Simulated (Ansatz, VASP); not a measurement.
## Two plane-wave programs on B

Contents of POSCAR:

```
B
1.0
    2.3461100000      0.0000000000      0.0000000000
    0.0000000000      2.3461100000      0.0000000000
    0.0000000000      0.0000000000      1.5857900000
B
1
Direct
    0.5000000000      0.5000000000      0.5000000000
```

File INCAR.step1:

```
PREC     = Accurate       # precision mode
ENCUT    = 520            # plane-wave cutoff, eV
EDIFF    = 1E-5           # SCF threshold, eV
ISMEAR   = -1             # smearing method
SIGMA    = 0.05           # smearing width, eV
LREAL    = F              # projectors in reciprocal space
LASPH    = T              # aspherical terms in the spheres
NELM     = 60             # most SCF steps
ALGO     = Normal         # electronic algorithm
ISIF     = 2              # what is computed and relaxed
LWAVE    = T              # write WAVECAR
LCHARG   = F              # write CHGCAR
GGA      = PE             # functional
NBANDS   = 8              # bands
```

INCAR.step2

```
PREC     = Accurate       # precision mode
ENCUT    = 520            # plane-wave cutoff, eV
EDIFF    = 1E-7           # SCF threshold, eV
ISMEAR   = -1             # smearing method
SIGMA    = 0.05           # smearing width, eV
LREAL    = F              # projectors in reciprocal space
LASPH    = T              # aspherical terms in the spheres
NELM     = 60             # most SCF steps
ALGO     = Normal         # electronic algorithm
ISIF     = 2              # what is computed and relaxed
LWAVE    = F              # write WAVECAR
LCHARG   = F              # write CHGCAR
GGA      = B3             # functional
LHFCALC  = T              # exact exchange
AEXX     = 0.2            # exact-exchange fraction
AGGAX    = 0.72         
AGGAC    = 0.81         
ALDAC    = 0.19         
PRECFOCK = Normal       
ISTART   = 1            
NBANDS   = 8              # bands
```

File KPOINTS:

```
regular mesh
0
Gamma
  6 6 8
```

The input input.yaml:

```yaml
crystal:
  lattice:
    - [2.34611, 0.0, 0.0]
    - [0.0, 2.34611, 0.0]
    - [0.0, 0.0, 1.58579]
  atoms:
    - { symbol: B, position: [0.5, 0.5, 0.5] }
hamiltonian:
  xc: b3lyp
  pseudopotentials: { kind: paw }
kpoints:
  mp_grid: { grid: [6, 6, 8] }
scf:
  occupations: { method: fermi_dirac, width: 0.05 }
output:
  forces: true
  stress: true
  eigenvalues: true
```

Alike in both runs: task single point; functional B3LYP; k mesh 6 × 6 × 8; occupations fermi-dirac, width 0.05 eV; no spin polarisation.

|  | VASP | Ansatz |
| --- | --- | --- |
| version | VASP 6.6.1 | Ansatz 0.2.0 |
| potentials or method | VASP PAW PBE potentials, release 64 (B) | Ansatz PAW |
| plane-wave cutoff (eV) | 520 | 420 |
| valence electrons in the cell | 3 | 3 |

|  | VASP | Ansatz | Ansatz less VASP |
| --- | --- | --- | --- |
| gap on the k mesh at the Fermi level (eV) | none | none | - |
| pressure (GPa) | 0.8 | 2.5 | +1.65 |
| traceless stress, the component that is largest in VASP (GPa) | -15.30 | -18.84 | -3.537 |

VASP's potentials were made for PBE, not for B3LYP. A gap of «none» marks a metal or a gap that the smearing closes.

The k mesh is coarse, so the values compare programs but aren't converged.
